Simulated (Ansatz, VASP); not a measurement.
**One calculation of GaAs, two programs**

```
Ga As
1.0
     0.00000    2.77031    2.82685
     2.77031    0.00000    2.82685
     2.77031    2.77031    0.00000
Ga As
1 1
Cartesian
  0.0000 0.0000 0.0000
  4.1555 4.1555 4.2403
```

Change from the starting cell: equal xx and yy strain of -2 %, PAW files.

Alike in both runs: task electric field gradients; functional LDA; k mesh 11 × 11 × 11; occupations fermi-dirac, width 0.05 eV; no spin polarisation.

|  | VASP | Ansatz |
| --- | --- | --- |
| version | VASP 6.6.1 | Ansatz 0.2.0 |
| potentials or method | VASP PAW LDA potentials, release 64 (Ga_d, As) | PAW with Ansatz's default frozen-core files, scalar-relativistic |
| plane-wave cutoff (eV) | 520 | 420 |
| valence electrons in the cell | 18 | 28 |

|  | VASP | Ansatz | Ansatz less VASP |
| --- | --- | --- | --- |
| pressure (GPa) | 1.4 | 1.0 | -0.34 |
| traceless stress, the component that is largest in VASP (GPa) | -0.89 | -0.90 | -0.004 |
| size of Vzz on the site where it differs most (V/Å²) | 3.2 | 3.6 | +0.40 |

LDA's correlation is that of Perdew and Zunger in VASP and of Perdew and Wang (1992) in Ansatz. VASP's potentials hold 18 valence electrons a cell and Ansatz's 28, so a difference there can come from the potentials and not from the codes.
